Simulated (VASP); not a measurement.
# Rh (Fm-3m) in VASP: further runs, part 2 of 2

VASP 6.6.1. Earlier steps stand in the parts before.

**3. Single point, PBE**

INCAR reads:

```
ALGO = Normal
EDIFF = 1E-6
ENCUT = 520
GGA = PE
ISIF = 2
ISMEAR = 0
LASPH = True
LCHARG = False
LREAL = False
LWAVE = False
NBANDS = 14
NELM = 60
PREC = Accurate
SIGMA = 0.028000000000000004
```

KPOINTS reads:

```
k-points
0
Gamma
  12 12 12
```

POSCAR reads:

```
Rh
1.0
    0.0000000000      1.8978500000      1.8978500000
    1.8978500000      0.0000000000      1.8978500000
    1.8978500000      1.8978500000      0.0000000000
Rh
1
Direct
    0.0000000000      0.0000000000      0.0000000000
```

Potentials or basis: VASP PAW PBE potentials, release 64 (Rh_pv).

Command:

```bash
> cat potpaw_PBE.64/Rh_pv/POTCAR > POTCAR
> mpirun -np 1 vasp_std > vasp.out
```

OUTCAR:

```text
EDIFF = 1E-6
   ENCUT = 520
   GGA = PE
   ISIF = 2
   ISMEAR = 0
   LASPH = True
   LREAL = False
   NELM = 60
   PREC = Accurate

 ion  position               nearest neighbor table
   1  0.000  0.000  0.000-

  LATTYP: Found a face centered cubic cell.
 ALAT       =     3.7957000000

  Lattice vectors:

 A1 = (   0.0000000000,   1.8978500000,   1.8978500000)
 A2 = (   1.8978500000,   0.0000000000,   1.8978500000)
 A3 = (   1.8978500000,   1.8978500000,   0.0000000000)

Analysis of symmetry for initial positions (statically):
[... 33 lines left out ...]
                                     Primitive cell

  volume of cell :      13.6715

  direct lattice vectors                    reciprocal lattice vectors
     0.000000000  1.897850000  1.897850000    -0.263456016  0.263456016  0.263456016
     1.897850000  0.000000000  1.897850000     0.263456016 -0.263456016  0.263456016
     1.897850000  1.897850000  0.000000000     0.263456016  0.263456016 -0.263456016

  length of vectors
     2.683965209  2.683965209  2.683965209     0.456319205  0.456319205  0.456319205

  position of ions in fractional coordinates (direct lattice)
     0.000000000  0.000000000  0.000000000

  ion indices of the primitive-cell ions
   primitive index   ion index
                 1           1

----------------------------------------------------------------------------------------

 KPOINTS: k-points

Automatic generation of k-mesh.
 Grid dimensions read from file:
 generate k-points for:   12   12   12

 Generating k-lattice:

  Cartesian coordinates                     Fractional coordinates (reciprocal lattice)
    -0.021954668  0.021954668  0.021954668     0.083333333  0.000000000  0.000000000
     0.021954668 -0.021954668  0.021954668     0.000000000  0.083333333  0.000000000
     0.021954668  0.021954668 -0.021954668     0.000000000  0.000000000  0.083333333

  Length of vectors
     0.038026600  0.038026600  0.038026600

  Shift w.r.t. Gamma in fractional coordinates (k-lattice)
     0.000000000  0.000000000  0.000000000

 Subroutine IBZKPT returns following result:
 ===========================================

 Found     72 irreducible k-points:

 Following reciprocal coordinates:
            Coordinates               Weight
  0.000000  0.000000  0.000000      1.000000
  0.083333  0.000000  0.000000      8.000000
  0.166667  0.000000  0.000000      8.000000
  0.250000  0.000000  0.000000      8.000000
  0.333333  0.000000  0.000000      8.000000
  0.416667  0.000000  0.000000      8.000000
[... 16 lines left out ...]
  0.500000  0.166667  0.000000     24.000000
 -0.416667  0.166667  0.000000     24.000000
 [... further k-points ...]
   k-points           NKPTS =     72   k-points in BZ     NKDIM =     72   number of bands    NBANDS=     14
   number of dos      NEDOS =    301   number of ions     NIONS =      1
   total plane-waves  NPLWV =   8000
   dimension x,y,z NGX =    20 NGY =   20 NGZ =   20
   dimension x,y,z NGXF=    40 NGYF=   40 NGZF=   40
   ions per type =               1
   NGX,Y,Z   is equivalent  to a cutoff of  12.39, 12.39, 12.39 a.u.
   NGXF,Y,Z  is equivalent  to a cutoff of  24.78, 24.78, 24.78 a.u.
 SYSTEM =  unknown system
   PREC   = accura    normal or accurate (medium, high low for compatibility)
   ISTART =      0    job   : 0-new  1-cont  2-samecut
   ICHARG =      2    charge: 1-file 2-atom 10-const
   ISPIN  =      1    spin polarized calculation?
   LNONCOLLINEAR =      F non collinear calculations
   LSORBIT =      F    spin-orbit coupling
   LASPH  =      T    aspherical Exc in radial PAW
   ENCUT  =  520.0 eV  38.22 Ry    6.18 a.u.   4.99  4.99  4.99*2*pi/ulx,y,z
   NELM   =     60;   NELMIN=  2; NELMDL= -5     # of ELM steps
   EDIFF  = 0.1E-05   stopping-criterion for ELM
   LREAL  =      F    real-space projection
   EDIFFG = 0.1E-04   stopping-criterion for IOM
   NSW    =      0    number of steps for IOM
   IBRION =     -1    ionic relax: 0-MD 1-quasi-New 2-CG
   NFREE  =      0    steps in history (QN), initial steepest desc. (CG)
   ISIF   =      2    stress and relaxation
   ISYM   =      2    0-nonsym 1-usesym 2-fastsym
   POTIM  = 0.5000    time-step for ionic-motion
   TEBEG  =    0.0;   TEEND  =   0.0 temperature during run
   PSTRESS=    0.0 pullay stress
   NELECT =      15.0000    total number of electrons
   NUPDOWN=      -1.0000    fix difference up-down
   EMIN   =  10.00;   EMAX   =-10.00  energy-range for DOS
   EFERMI =   0.00;   METHOD = LEGACY
   ISMEAR =     0;   SIGMA  =   0.03  broadening in eV -4-tet -1-fermi 0-gaus
   EFERMI_NEDOS =   21; number of points for ismear=-14 and -15
   IALGO  =     38    algorithm
   IMIX   =      4    mixing-type and parameters
     AMIX     =   0.40;   BMIX     =  1.00
     AMIX_MAG =   1.60;   BMIX_MAG =  1.00
  volume/ion in A,a.u.               =      13.67        92.26
  Fermi-wavevector in a.u.,A,eV,Ry     =   1.688496  3.190795 38.790465  2.851019
  Thomas-Fermi vector in A             =   2.770792
   LORBIT       =      0    0 simple, 1 ext, 2 COOP (PROOUT), +10 PAW based schemes
   GGA     = PE    functional components
   LHFCALC =     F    Hartree Fock is set to
   AEXX    =    0.0000 exact exchange contribution
   IVDW    =     0    specifies the selected vdW correction
   LEPSILON=     F    determine dielectric tensor
   LRPA    =     F    only Hartree local field effects (RPA)
 non-spin polarized calculation
 Gauss-broadening in eV      SIGMA  =   0.03
  energy-cutoff  :      520.00
  volume of cell :       13.67
 maximum number of plane-waves:       380
   NGX =  9   NGY =  9   NGZ =  9

 number of electron      15.0000007 magnetization

 Free energy of the ion-electron system (eV)
  ---------------------------------------------------
  ext. energy  EPLUGINS =         0.00000000
  ---------------------------------------------------
  free energy    TOTEN  =        -7.25273697 eV

  energy without entropy =       -7.25195753  energy(sigma->0) =       -7.25234725

 E-fermi :  12.0550     XC(G=0): -14.0713

 val. band max:       12.0437805238   @ k =   0.3333   0.1667   0.0000
 cond. band min:      12.0707874971   @ k =   0.5000   0.4167   0.0000
 fundamental gap:      0.0270069733
 Fermi energy:        12.0549909370

 k-point     1 :       0.0000    0.0000    0.0000
  band No.  band energies     occupation
      1     -34.4046      2.00000
      2     -34.4046      2.00000
      3     -34.4046      2.00000
      4       4.0068      2.00000
      5       8.8898      2.00000
      6       8.8898      2.00000
      7       8.8898      2.00000
      8      10.9916      2.00000
      9      10.9916      2.00000
     10      28.0014      0.00000
     11      32.4771      0.00000
     12      33.4933      0.00000
     13      33.4933      0.00000
     14      33.4933      0.00000

 k-point     2 :       0.0833    0.0000    0.0000
  band No.  band energies     occupation
      1     -34.4563      2.00000
      2     -34.4116      2.00000
      3     -34.4116      2.00000
      4       4.2851      2.00000
      5       8.7704      2.00000
      6       8.9963      2.00000
      7       8.9963      2.00000
      8      10.9343      2.00000
      9      10.9343      2.00000
     10      28.3997      0.00000
     11      32.0996      0.00000
     12      32.4802      0.00000
     13      33.9024      0.00000
     14      33.9024      0.00000

 k-point     3 :       0.1667    0.0000    0.0000
  band No.  band energies     occupation
      1     -34.5961      2.00000
      2     -34.4306      2.00000
      3     -34.4306      2.00000
      4       5.0243      2.00000
      5       8.5592      2.00000
      6       9.2119      2.00000
      7       9.2119      2.00000
      8      10.8859      2.00000
      9      10.8859      2.00000
     10      29.2288      0.00000
     11      29.7515      0.00000
     12      32.4774      0.00000
     13      35.0374      0.00000
     14      35.0374      0.00000
[... 324 lines left out ...]
 k-point    23 :       0.5000    0.1667    0.0000
  band No.  band energies     occupation
      1     -35.0749      2.00000
      2     -34.6187      2.00000
      3     -34.5507      2.00000
      4       6.5038      2.00000
      5       8.2079      2.00000
      6       9.5794      2.00000
      7       9.6810      2.00000
      8      12.6238      0.00000
      9      15.5696      0.00000
     10      21.2072      0.00000
     11      28.4031      0.00000
     12      31.5188      0.00000
     13      31.8624      0.00000
     14      32.4834      0.00000

 k-point    24 :      -0.4167    0.1667    0.0000
  band No.  band energies     occupation
      1     -35.0814      2.00000
      2     -34.6434      2.00000
      3     -34.5354      2.00000
      4       6.5716      2.00000
      5       8.2217      2.00000
      6       9.4880      2.00000
      7       9.9233      2.00000
      8      12.2522      0.00000
      9      16.1449      0.00000
     10      20.7941      0.00000
     11      28.0744      0.00000
     12      30.9579      0.00000
     13      32.4796      0.00000
     14      32.6426      0.00000

 [... further k-points ...]
[... 5 lines left out ...]
  --------------------------------------------------------------------------------------
  -------------------------------------------------------------------------------------
  Total        0.6332482      0.6332482      0.6332482     -0.0000000      0.0000000     -0.0000000
  in kB       74.2111068     74.2111068     74.2111068     -0.0000000      0.0000000     -0.0000000
  external PRESSURE =      74.2111068 kB  Pullay stress =       0.0000000 kB

 VOLUME and BASIS-vectors are now :
 -----------------------------------------------------------------------------
  energy-cutoff  :      520.00
  volume of cell :       13.67
      direct lattice vectors                 reciprocal lattice vectors
     0.000000000  1.897850000  1.897850000    -0.263456016  0.263456016  0.263456016
     1.897850000  0.000000000  1.897850000     0.263456016 -0.263456016  0.263456016
     1.897850000  1.897850000  0.000000000     0.263456016  0.263456016 -0.263456016

 POSITION                                       TOTAL-FORCE (eV/Angst)
 -----------------------------------------------------------------------------------
      0.00000      0.00000      0.00000         0.000000      0.000000     -0.000000
 -----------------------------------------------------------------------------------
    total drift:                                0.000000     -0.000000      0.000000

  FREE ENERGIE OF THE ION-ELECTRON SYSTEM (eV)
  ---------------------------------------------------
  free  energy   TOTEN  =        -7.2527369698 eV

  energy  without entropy=       -7.2519575282  energy(sigma->0) =       -7.25234725
```

It took 6 s on 1 thread of Intel Xeon 6975P-C (Granite Rapids), shared host; peak memory 0.13 GiB.

What came out:

```yaml
Free_energy: -7.2527 eV
Pressure: 7.4 GPa
```

**4. Relaxation of cell and atoms, revPBE+D3(BJ)**

INCAR reads:

```
SYSTEM = Rh
ALGO     = Normal         ! electronic algorithm
EDIFF    = 1E-6           ! SCF threshold, eV
EDIFFG   = -0.01          ! ionic threshold
ENCUT    = 600            ! plane-wave cutoff, eV
GGA      = RE             ! functional
IBRION   = 2              ! ionic algorithm
ISIF     = 3              ! what is computed and relaxed
ISMEAR   = -1             ! smearing method
IVDW     = 12             ! dispersion correction
LASPH    = .True.         ! aspherical terms in the spheres
LCHARG   = .False.        ! write CHGCAR
LREAL    = .False.        ! projectors in reciprocal space
LWAVE    = .False.        ! write WAVECAR
NELM     = 80             ! most SCF steps
NSW      = 60             ! ionic steps
PREC     = Accurate       ! precision mode
SIGMA    = 0.05           ! smearing width, eV
```

KPOINTS reads:

```
k-points
0
Gamma
  12 12 12
  0 0 0
```

POSCAR is that of step 3.

Command:

```bash
> cat potpaw_PBE.64/Rh_pv/POTCAR > POTCAR
> mpirun -np 1 vasp_std > vasp.out
```

It took 12 s on 1 thread of Intel Xeon 6975P-C (Granite Rapids), shared host; peak memory 0.16 GiB.

Results (log left out):

| Property | Result |
| --- | --- |
| Free energy | -7.9805 eV |
| Relaxed volume | 13.45 Å³/atom |
| Relaxed cell | a = 2.669 Å, b = 2.669 Å, c = 2.669 Å, α = 60.00°, β = 60.00°, γ = 60.00° |
| Space group after relaxing (to 0.05 Å) | Fm-3m (No. 225) |
| Energy gained by relaxing | 3.3 meV/atom |
| Ionic steps | 3 |
| Pressure after relaxing | -0.1 GPa |
| Dispersion energy per atom | -1.260 eV |

Step by step:
| step | energy change (eV) | largest force (eV/Å) | pressure (GPa) | volume (Å³) |
| --- | --- | --- | --- | --- |
| 1 | 0.0000 | 0.0000 | -4.46 | 13.67 |
| 2 | 0.0164 | 0.0000 | 12.79 | 12.93 |
| 3 | -0.0033 | 0.0000 | -0.07 | 13.45 |

Final structure:
```
Rh
1.0
     0.00000    1.88759    1.88759
     1.88759    0.00000    1.88759
     1.88759    1.88759    0.00000
Rh
1
Direct
  0.00000 0.00000 0.00000
```

Levels at points of the mesh, in eV from the Fermi level:
```
           k point  band 3  band 4  band 5  band 6  band 7  band 8  band 9  band 10  band 11
(0.00, 0.00, 0.00)  -46.45   -8.10   -3.20   -3.20   -3.20   -1.05   -1.05    15.98    20.46
(0.50, 0.00, 0.00)  -46.56   -6.30   -3.28   -3.28    0.57    0.57    0.72     8.88    15.49
(0.50, 0.50, 0.00)  -46.74   -6.53   -6.16    0.53    1.00    1.00    3.31    12.56    13.48
```

Caveat: the PAW data sets were made with another functional, which shifts forces and pressure a little; pairwise dispersion overbinds metals, which lowers pressure and volume.

**5. Relaxation of cell and atoms, revPBE+D4**

INCAR reads:

```
SYSTEM = Rh
  PREC = Accurate
  ENCUT = 600
  EDIFF = 1E-6
  ISMEAR = -1
  SIGMA = 0.05
  LREAL = .FALSE.
  LASPH = .TRUE.
  NELM = 100
  ALGO = Fast
  ISIF = 3
  LWAVE = .FALSE.
  LCHARG = .FALSE.
  GGA = RE
  IVDW = 13
  IBRION = 2
  NSW = 60
  EDIFFG = -0.01
```

KPOINTS reads:

```
Automatic mesh
0
G
  12 12 12
  0 0 0
```

POSCAR is that of step 4.

Command:

```bash
> cat potpaw_PBE.64/Rh_pv/POTCAR > POTCAR
> mpirun -np 1 vasp_std > vasp.out
```

Wall time 17 s (1 thread of Intel Xeon 6975P-C (Granite Rapids), shared host); peak memory 0.15 GiB.

The run converged. Its results:

```
Free energy                            : -8.1660 eV
Relaxed volume                         : 13.42 Å³/atom
Relaxed cell                           : a = 2.668 Å, b = 2.668 Å, c = 2.668 Å, α = 60.00°, β = 60.00°, γ = 60.00°
Space group after relaxing (to 0.05 Å) : Fm-3m (No. 225)
Energy gained by relaxing              : 4.3 meV/atom
Ionic steps                            : 3
Pressure after relaxing                : -0.1 GPa
Dispersion energy per atom             : -1.448 eV
```

Step by step:
| step | energy change (eV) | largest force (eV/Å) | pressure (GPa) | volume (Å³) |
| --- | --- | --- | --- | --- |
| 1 | 0.0000 | 0.0000 | -5.15 | 13.67 |
| 2 | 0.0227 | 0.0000 | 15.13 | 12.82 |
| 3 | -0.0043 | 0.0000 | -0.10 | 13.42 |

Final structure:
```
Rh
1.0
     0.00000    1.88626    1.88626
     1.88626    0.00000    1.88626
     1.88626    1.88626    0.00000
Rh
1
Direct
  0.00000 0.00000 0.00000
```

Levels at points of the mesh, in eV from the Fermi level:
| k point | band 3 | band 4 | band 5 | band 6 | band 7 | band 8 | band 9 | band 10 | band 11 |
| --- | --- | --- | --- | --- | --- | --- | --- | --- | --- |
| (0.00, 0.00, 0.00) | -46.45 | -8.12 | -3.21 | -3.21 | -3.21 | -1.05 | -1.05 | 15.98 | 21.59 |
| (0.50, 0.00, 0.00) | -46.56 | -6.32 | -3.30 | -3.30 | 0.57 | 0.57 | 0.72 | 8.90 | 15.49 |
| (0.50, 0.50, 0.00) | -46.74 | -6.56 | -6.18 | 0.54 | 1.00 | 1.00 | 3.31 | 12.59 | 13.49 |

Caveat: the PAW data sets were made with another functional, which shifts forces and pressure a little; pairwise dispersion overbinds metals, which lowers pressure and volume.

**6. Relaxation of cell and atoms, BLYP+D4**

INCAR reads:

```
PREC     = Accurate       # precision mode
ENCUT    = 600            # plane-wave cutoff, eV
EDIFF    = 1E-6           # SCF threshold, eV
ISMEAR   = -1             # smearing method
SIGMA    = 0.05           # smearing width, eV
LREAL    = F              # projectors in reciprocal space
LASPH    = T              # aspherical terms in the spheres
NELM     = 60             # most SCF steps
ALGO     = Normal         # electronic algorithm
ISIF     = 3              # what is computed and relaxed
LWAVE    = F              # write WAVECAR
LCHARG   = F              # write CHGCAR
GGA      = B5             # functional
ALDAX    = 1.0          
AGGAX    = 1.0          
AGGAC    = 1.0          
ALDAC    = 0.0          
IVDW     = 13             # dispersion correction
VDW_S6   = 1.0          
VDW_S8   = 2.34076671   
VDW_A1   = 0.44488865   
VDW_A2   = 4.0933009    
IBRION   = 2              # ionic algorithm
NSW      = 60             # ionic steps
EDIFFG   = -0.01          # ionic threshold
```

KPOINTS reads:

```
regular mesh
0
Gamma
  12 12 12
```

POSCAR is that of step 5.

Potentials or basis: VASP PAW PBE potentials, release 64 (Rh_pv).

Command:

```bash
> cat potpaw_PBE.64/Rh_pv/POTCAR > POTCAR
> mpirun -np 1 vasp_std > vasp.out
```

Run time: 22 s. Hardware: 1 thread of Intel Xeon 6975P-C (Granite Rapids), shared host; peak memory 0.14 GiB.

The run converged. Its results:

```
Free energy                            : -7.7506 eV
Relaxed volume                         : 13.82 Å³/atom
Relaxed cell                           : a = 2.694 Å, b = 2.694 Å, c = 2.694 Å, α = 60.00°, β = 60.00°, γ = 60.00°
Space group after relaxing (to 0.05 Å) : Fm-3m (No. 225)
Energy gained by relaxing              : 1.3 meV/atom
Ionic steps                            : 3
Pressure after relaxing                : 0.0 GPa
Dispersion energy per atom             : -1.643 eV
```

Step by step:
| step | energy change (eV) | largest force (eV/Å) | pressure (GPa) | volume (Å³) |
| --- | --- | --- | --- | --- |
| 1 | 0.0000 | 0.0000 | 2.97 | 13.67 |
| 2 | 0.0063 | 0.0000 | -6.59 | 14.18 |
| 3 | -0.0013 | 0.0000 | -0.01 | 13.82 |

Final structure:
```
Rh
1.0
     0.00000    1.90467    1.90467
     1.90467    0.00000    1.90467
     1.90467    1.90467    0.00000
Rh
1
Direct
  0.00000 0.00000 0.00000
```

Levels at points of the mesh, in eV from the Fermi level:
```csv
k point,band 5,band 6,band 7,band 8,band 9,band 10
"(0.00, 0.00, 0.00)",-3.08,-3.08,-3.08,-1.04,-1.04,16.29
"(0.50, 0.00, 0.00)",-3.16,-3.16,0.53,0.53,1.03,8.63
"(0.50, 0.50, 0.00)",-5.88,0.49,0.95,0.95,3.49,12.31
```

Caveat: the PAW data sets were made with another functional, which shifts forces and pressure a little; pairwise dispersion overbinds metals, which lowers pressure and volume. Zero-point motion and thermal expansion aren't in these numbers.

**7. The runs side by side**

```tsv
task	level	cell	cutoff (eV)	smearing	gap on the mesh (eV)	pressure (GPa)	relaxed volume (Å³/atom)
single point	PBE	as given	520	gaussian 0.027 eV	none	7.3	-
single point	PBE	as given	520	gaussian 0.028 eV	none	7.4	-
relaxation of cell and atoms	revPBE+D3(BJ)	relaxed	600	fermi-dirac 0.05 eV	none	-0.1	13.45
relaxation of cell and atoms	revPBE+D4	relaxed	600	fermi-dirac 0.05 eV	none	-0.1	13.42
relaxation of cell and atoms	BLYP+D4	relaxed	600	fermi-dirac 0.05 eV	none	0.0	13.82
```

Alike in all rows: potentials or basis VASP PAW PBE potentials, release 64 (Rh_pv); no spin polarisation; k mesh 12 × 12 × 12.

Caveats: the PAW data sets were made with another functional, which shifts forces and pressure a little (some runs); pairwise dispersion overbinds metals, which lowers pressure and volume (some runs).

Absolute energies hang on the potentials; compare differences alone.
